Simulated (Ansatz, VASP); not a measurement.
# SbMo: VASP beside Ansatz

File INCAR:

```
SYSTEM = SbMo
ALGO = Normal ; EDIFF = 1E-7
ENCUT = 520 ; GGA = CA
ISIF = 2 ; ISMEAR = -1
LASPH = .True. ; LCHARG = .True.
LELF = .True. ; LREAL = .False.
LVHAR = .True. ; LWAVE = .False.
NBANDS = 16 ; NELM = 100
PREC = Accurate ; SIGMA = 0.08
```

KPOINTS

```
k-points
0
Gamma
  13 13 13
  0 0 0
```

File POSCAR:

```
SbMo
1.0
    3.1502345696      0.0000000000      0.0000000000
    0.0000000000      3.1502345696      0.0000000000
    0.0000000000      0.0000000000      3.1502345696
Mo Sb
1 1
Direct
    0.0000000000      0.0000000000      0.0000000000
    0.5000000000      0.5000000000      0.5000000000
```

Input for Ansatz:

```yaml
crystal:
  lattice:
    - [3.1502345696, 0.0, 0.0]
    - [0.0, 3.1502345696, 0.0]
    - [0.0, 0.0, 3.1502345696]
  atoms:
    - { symbol: Mo, position: [0.0, 0.0, 0.0] }
    - { symbol: Sb, position: [0.5, 0.5, 0.5] }
kpoints:
  mp_grid: { grid: [13, 13, 13] }
scf:
  occupations: { method: fermi_dirac, width: 0.08 }
hamiltonian:
  xc: lda
  pseudopotentials: { kind: paw }
output:
  forces: true
  stress: true
  eigenvalues: true
  populations: true
  write_density: true
  write_potential: true
  elf: true
  volumetric_format: npy
```

Change from the starting cell: volume scaled by 0.9, PAW files.

Alike in both runs: task single point; functional LDA; k mesh 13 × 13 × 13; occupations fermi-dirac, width 0.08 eV; no spin polarisation.

```csv
,VASP,Ansatz
version,VASP 6.6.1,Ansatz 0.2.0
potentials or method,"VASP PAW LDA potentials, release 64 (Mo_sv, Sb)","PAW with Ansatz's default frozen-core files, scalar-relativistic"
plane-wave cutoff (eV),520,420
valence electrons in the cell,19,29
```

Ansatz gave:

```
pressure (GPa) : 25.3
```

Q: What did VASP give for the same quantities?

A: Pressure (GPa): 26.4.

LDA's correlation is that of Perdew and Zunger in VASP and of Perdew and Wang (1992) in Ansatz. VASP's potentials hold 19 valence electrons a cell and Ansatz's 29, so a difference there can come from the potentials and not from the codes.

Spin-orbit coupling is off throughout.
